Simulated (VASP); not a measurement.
# Pb (Fm-3m) in VASP: further runs, part 2 of 2

VASP 6.6.1. The steps go on from the part before.

**3. Electric field gradients, PBE (volume scaled by 0.96)**

INCAR

```
PREC = Accurate
ENCUT = 520
EDIFF = 1E-8
ISMEAR = -1
SIGMA = 0.08
LREAL = F
LASPH = T
NELM = 100
ALGO = Normal
ISIF = 2
LWAVE = F
LCHARG = F
GGA = PE
LEFG = T
NBANDS = 13
```

KPOINTS

```
Automatic mesh
0
Gamma
  13 13 13
```

POSCAR

```
Pb
1.0
    0.0000000000      2.4364202325      2.4364202325
    2.4364202325      0.0000000000      2.4364202325
    2.4364202325      2.4364202325      0.0000000000
Pb
1
Direct
    0.0000000000      0.0000000000      0.0000000000
```

Potentials or basis: VASP PAW PBE potentials, release 64 (Pb_d).

Command:

```console
$ cat potpaw_PBE.64/Pb_d/POTCAR > POTCAR
$ mpirun -np 1 vasp_std > vasp.out
```

OUTCAR:

```text
PREC = Accurate
   ENCUT = 520
   EDIFF = 1E-8
   ISMEAR = -1
   LREAL = F
   LASPH = T
   NELM = 100
   ISIF = 2
   GGA = PE

 ion  position               nearest neighbor table
   1  0.000  0.000  0.000-

  LATTYP: Found a face centered cubic cell.
 ALAT       =     4.8728404650

  Lattice vectors:

 A1 = (   0.0000000000,   2.4364202325,   2.4364202325)
 A2 = (   2.4364202325,   0.0000000000,   2.4364202325)
 A3 = (   2.4364202325,   2.4364202325,   0.0000000000)

Analysis of symmetry for initial positions (statically):
=====================================================================
 Subroutine PRICEL returns:
 Original cell was already a primitive cell.

 Routine SETGRP: Setting up the symmetry group for a
 face centered cubic supercell.

 Subroutine GETGRP returns: Found 48 space group operations
[... 9 lines left out ...]

 Routine SETGRP: Setting up the symmetry group for a
 face centered cubic supercell.

 Subroutine GETGRP returns: Found 48 space group operations
[... 11 lines left out ...]
                                     Primitive cell

  volume of cell :      28.9259

  direct lattice vectors                    reciprocal lattice vectors
     0.000000000  2.436420233  2.436420233    -0.205219113  0.205219113  0.205219113
     2.436420233  0.000000000  2.436420233     0.205219113 -0.205219113  0.205219113
     2.436420233  2.436420233  0.000000000     0.205219113  0.205219113 -0.205219113

  length of vectors
     3.445618536  3.445618536  3.445618536     0.355449931  0.355449931  0.355449931

  position of ions in fractional coordinates (direct lattice)
     0.000000000  0.000000000  0.000000000

  ion indices of the primitive-cell ions
   primitive index   ion index
[... 129 lines left out ...]
  band No.  band energies     occupation
      1      -9.2878      2.00000
      2      -9.2878      2.00000
      3      -9.2878      2.00000
      4      -9.1265      2.00000
      5      -9.1265      2.00000
      6      -4.2609      2.00000
      7      15.6199      0.00000
      8      15.6199      0.00000
      9      15.6199      0.00000
     10      17.6112      0.00000
     11      19.7703      0.00000
     12      20.6639      0.00000
     13      20.6639      0.00000
[... 354 lines left out ...]
  band No.  band energies     occupation
      1      -9.3302      2.00000
      2      -9.2511      2.00000
      3      -9.2053      2.00000
      4      -9.0627      2.00000
      5      -8.9697      2.00000
      6      -0.6801      2.00000
      7       4.8369      2.00000
      8      11.2385      0.00000
      9      12.3610      0.00000
     10      15.6180      0.00000
     11      20.4638      0.00000
     12      21.2996      0.00000
     13      21.8876      0.00000

 [... further k-points ...]
[... 5 lines left out ...]
  --------------------------------------------------------------------------------------
  -------------------------------------------------------------------------------------
  Total        0.9049069      0.9049069      0.9049069     -0.0000000     -0.0000000      0.0000000
  in kB       50.1219415     50.1219415     50.1219415     -0.0000000     -0.0000000      0.0000000
  external PRESSURE =      50.1219415 kB  Pullay stress =       0.0000000 kB

 VOLUME and BASIS-vectors are now :
 -----------------------------------------------------------------------------
  energy-cutoff  :      520.00
  volume of cell :       28.93
      direct lattice vectors                 reciprocal lattice vectors
     0.000000000  2.436420233  2.436420233    -0.205219113  0.205219113  0.205219113
     2.436420233  0.000000000  2.436420233     0.205219113 -0.205219113  0.205219113
     2.436420233  2.436420233  0.000000000     0.205219113  0.205219113 -0.205219113

 POSITION                                       TOTAL-FORCE (eV/Angst)
 -----------------------------------------------------------------------------------
      0.00000      0.00000      0.00000         0.000000     -0.000000      0.000000
 -----------------------------------------------------------------------------------
    total drift:                               -0.000000     -0.000000     -0.000000

  FREE ENERGIE OF THE ION-ELECTRON SYSTEM (eV)
  ---------------------------------------------------
  free  energy   TOTEN  =        -3.5234339023 eV

  energy  without entropy=       -3.5123210961  energy(sigma->0) =       -3.51787750

 Electric field gradients (V/A^2)
---------------------------------------------------------------------
 ion       V_xx      V_yy      V_zz      V_xy      V_xz      V_yz
---------------------------------------------------------------------
   1       0.000    -0.000    -0.000     0.001     0.001     0.001
---------------------------------------------------------------------

 Electric field gradients after diagonalization (V/A^2)
 (convention: |V_zz| > |V_xx| > |V_yy|)
----------------------------------------------------------------------
 ion       V_xx      V_yy      V_zz     asymmetry (V_yy - V_xx)/ V_zz
----------------------------------------------------------------------
   1      -0.001    -0.001     0.001       0.000
----------------------------------------------------------------------

           NMR quadrupolar parameters

 Cq : quadrupolar parameter    Cq=e*Q*V_zz/h
 eta: asymmetry parameters     (V_yy - V_xx)/ V_zz
 Q  : nuclear electric quadrupole moment in mb (millibarn)
----------------------------------------------------------------------
 ion       Cq(MHz)       eta       Q (mb)
----------------------------------------------------------------------
   1       0.000       0.000       1.000
----------------------------------------------------------------------
```

stdout:

```text
POSCAR found type information on POSCAR Pb
 POSCAR found :  1 types and       1 ions
 scaLAPACK will be used
 LDA part: xc-table for (Slater+PW92), standard interpolation
 POSCAR, INCAR and KPOINTS ok, starting setup
 FFT: planning ... GRIDC
 FFT: planning ... GRID_SOFT
 FFT: planning ... GRID
 WAVECAR not read
 entering main loop
ion   1
```

It took 59 s on 1 thread of Intel Xeon 6975P-C, shared host; peak memory 0.17 GiB.

What came out:

| Quantity | Value |
| --- | --- |
| Free energy | -3.5234 eV |
| Pressure | 5.0 GPa |
| Band gap on the k mesh | zero (band 7 reaches 15.62 eV, above the bottom of band 8 at 6.06 eV) |

Levels at points of the mesh, in eV from the Fermi level:
| k point | band 3 | band 4 | band 5 | band 6 | band 7 | band 8 | band 9 | band 10 | band 11 | band 12 |
| --- | --- | --- | --- | --- | --- | --- | --- | --- | --- | --- |
| (0.00, 0.00, 0.00) | -17.21 | -17.05 | -17.05 | -12.18 | 7.70 | 7.70 | 7.70 | 9.69 | 11.85 | 12.75 |

Caveat: without QUAD_EFG the Cq values of the log hold for a quadrupole moment of 1 mb, not for the nuclei; spin-orbit coupling is left out, which moves the levels of the heavy elements.
